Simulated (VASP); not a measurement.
Runs of VASP 6.6.1 on BAs. The structure is cubic, space group Pm-3m (No. 221). Conventional cell: a = 3.236 Å, b = 3.236 Å, c = 3.236 Å, α = 90.00°, β = 90.00°, γ = 90.00°. B (site symmetry m-3m) has 8 As at 2.80 Å and 6 B at 3.24 Å within 3.7 Å. As (site symmetry m-3m) has 8 B at 2.80 Å and 6 As at 3.24 Å within 3.7 Å. 

```csv
task,level,potentials or basis,cell,k mesh,cutoff (eV),gap on the mesh (eV),pressure (GPa)
relaxation of cell and atoms,PBE,"VASP PAW PBE potentials, release 64 (B, As)",relaxed to 30 GPa,8 × 8 × 8,600,-,30.0
single point,PBE,"VASP PAW PBE potentials, release 64 (B, As)",as given,6 × 6 × 6,520,none,(a)
single point,PBE,"VASP PAW PBE potentials, release 64 (B, As)",as given,8 × 8 × 8,520,none,(b)
single point,r2SCAN,"VASP PAW PBE potentials, release 64 (B, As)",as given,8 × 8 × 8,520,none,-14.9
single point,LDA,"VASP PAW LDA potentials, release 64 (B, As)",as given,8 × 8 × 8,520,none,-18.8
single point,BLYP,"VASP PAW PBE potentials, release 64 (B, As)",as given,8 × 8 × 8,520,none,-7.9
single point,revPBE,"VASP PAW PBE potentials, release 64 (B, As)",as given,8 × 8 × 8,520,none,-13.8
single point,PBEsol,"VASP PAW PBE potentials, release 64 (B, As)",as given,8 × 8 × 8,520,none,-17.7
```

Alike in all rows: no spin polarisation; smearing fermi-dirac 0.05 eV.

Task: Fill in the values left out.

Result: (a) -16.4; (b) -14.8.

Caveats: the PAW data sets were made with another functional, which shifts forces and pressure a little (some runs); the cell is relaxed towards a set pressure, so the enthalpy falls and the energy may rise (some runs); the bands computed are all filled at some k points, so no gap is given (some runs).

A k mesh can miss the band edges, and the runs leave out spin-orbit coupling on As.

A gap of «none» marks levels without a gap at the run's occupations.
